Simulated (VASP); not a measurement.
**Cu: single point with revPBE**

The system is Cu.

```
Cu
1.0
     2.42999    0.00000    0.00000
     0.00000    2.42999    0.00000
     0.00000    0.00000    2.42999
Cu
1
Direct
  0.00000 0.00000 0.00000
```

```json
{
  "Program": "VASP 6.6.1",
  "Task": "single point",
  "Functional": "revPBE",
  "Potentials or basis": "VASP PAW PBE potentials, release 64 (Cu)",
  "Cutoff": "520 eV",
  "k mesh": "13 × 13 × 13",
  "Occupations": "fermi-dirac, width 0.1 eV",
  "Spin": "no spin polarisation",
  "Dipole correction": "no",
  "Further INCAR settings": "ALGO = Normal; EDIFF = 1e-06; NBANDS = 12"
}
```

- Pressure: 0.6 GPa

Levels at points of the mesh, in eV from the Fermi level:
| k point | band 2 | band 3 | band 4 | band 5 | band 6 | band 7 | band 8 | band 9 | band 10 | band 11 |
| --- | --- | --- | --- | --- | --- | --- | --- | --- | --- | --- |
| (0.00, 0.00, 0.00) | -3.63 | -3.63 | -1.27 | -1.27 | -1.27 | 17.26 | 17.26 | 17.26 | 20.58 | 20.58 |

Run time: 6.2 s on 1 thread of Intel(R) Xeon(R) Platinum 8488C (Sapphire Rapids) (shared host), peak memory 0.12 GiB.

Caveat: the PAW data sets were made with another functional, which shifts forces and pressure a little.
